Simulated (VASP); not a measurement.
**AlCo: single point with PBEsol**

Crystal: AlCo.

```xyz
2
Lattice="2.7379 0.0000 0.0000 0.0000 2.8438 0.0000 0.0000 0.0000 2.8438" Properties=species:S:1:pos:R:3 pbc="T T T"
Al    0.0000    0.0000    0.0000
Co    1.3690    1.4219    1.4219
```

This cell differs from its parent crystal: uniaxial strain along a: -3.0 %.

```
Program             : VASP 6.6.1
Task                : single point
Functional          : PBEsol
Potentials or basis : VASP PAW PBE potentials, release 64 (Al, Co)
Cutoff              : 520 eV
k mesh              : 18 × 18 × 18
Occupations         : gaussian, width 0.1 eV
Spin                : no spin polarisation
```

```json
{
  "Pressure": "2.9 GPa",
  "Band gap on the k mesh": "zero (band 6 reaches 13.37 eV, above the bottom of band 7 at 10.70 eV)"
}
```

Stress tensor (GPa, compression positive):
```
8.56 0.00 0.00
0.00 0.06 0.00
0.00 0.00 0.06
```

Levels at points of the mesh, in eV from the Fermi level:
```
           k point  band 3  band 4  band 5  band 6  band 7  band 8  band 9  band 10
(0.00, 0.00, 0.00)   -3.12   -0.95   -0.78   -0.78    5.75    5.75    7.20     8.83
(0.50, 0.00, 0.00)   -2.48   -1.85   -1.85   -0.79    0.47    8.51   10.51    10.51
(0.00, 0.50, 0.00)   -2.55   -1.88   -1.58   -0.67    0.10    8.46   10.39    11.66
(0.50, 0.50, 0.00)   -2.76   -2.51   -1.64   -1.61   -0.20    2.71    3.92    13.00
(0.00, 0.50, 0.50)   -2.91   -2.91   -1.40   -1.40   -0.33    2.32    3.55    14.00
(0.50, 0.50, 0.50)   -4.10   -0.27   -0.12    2.35    2.35    2.51    4.60     5.34
```

Run time: 61 s on 1 thread of Intel(R) Xeon(R) 6975P-C (Granite Rapids) (shared host), peak memory 0.27 GiB.

Caveat: the cell differs from its parent crystal (uniaxial strain along a: -3.0 %); the PAW data sets were made with another functional, which shifts forces and pressure a little. Spin polarisation is off, so any magnetic state and its effect on volume and gap are missing.
